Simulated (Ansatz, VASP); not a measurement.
# Ta2N: VASP beside Ansatz

```
CELL_PARAMETERS angstrom
3.03669 0.00000 0.00000
-1.51835 2.62985 0.00000
0.00000 0.00000 4.75879
ATOMIC_POSITIONS crystal
Ta 0.66667 0.33333 0.74637
Ta 0.33333 0.66667 0.25363
N 0.00000 0.00000 0.00000
```

Alike in both runs: task single point; functional PBEsol; k mesh 18 × 18 × 10; occupations gaussian, width 0.15 eV; no spin polarisation.

|  | VASP | Ansatz |
| --- | --- | --- |
| version | VASP 6.6.1 | Ansatz 0.2.0 |
| potentials or method | VASP PAW PBE potentials, release 64 (Ta_pv, N), cutoff 520 eV | scalar-relativistic, plane waves, PAW |
| valence electrons in the cell | 27 | 31 |

```csv
,VASP,Ansatz,Ansatz less VASP
gap on the k mesh at the Fermi level (eV),none,none,-
pressure (GPa),14.3,13.5,-0.75
"traceless stress, the component that is largest in VASP (GPa)",-0.01,0.08,+0.098
rms of the force components (eV/Å),0.176,0.147,-0.0286
```

VASP's potentials were made for PBE, not for PBEsol, and Ansatz warns of the same on its side. Atom by atom the forces differ by 0.029 eV/Å (rms over components). A gap of «none» marks a metal or a gap that the smearing closes. VASP's potentials hold 27 valence electrons a cell and Ansatz's 31, so a difference there can come from the potentials and not from the codes.

Spin-orbit coupling is off throughout.
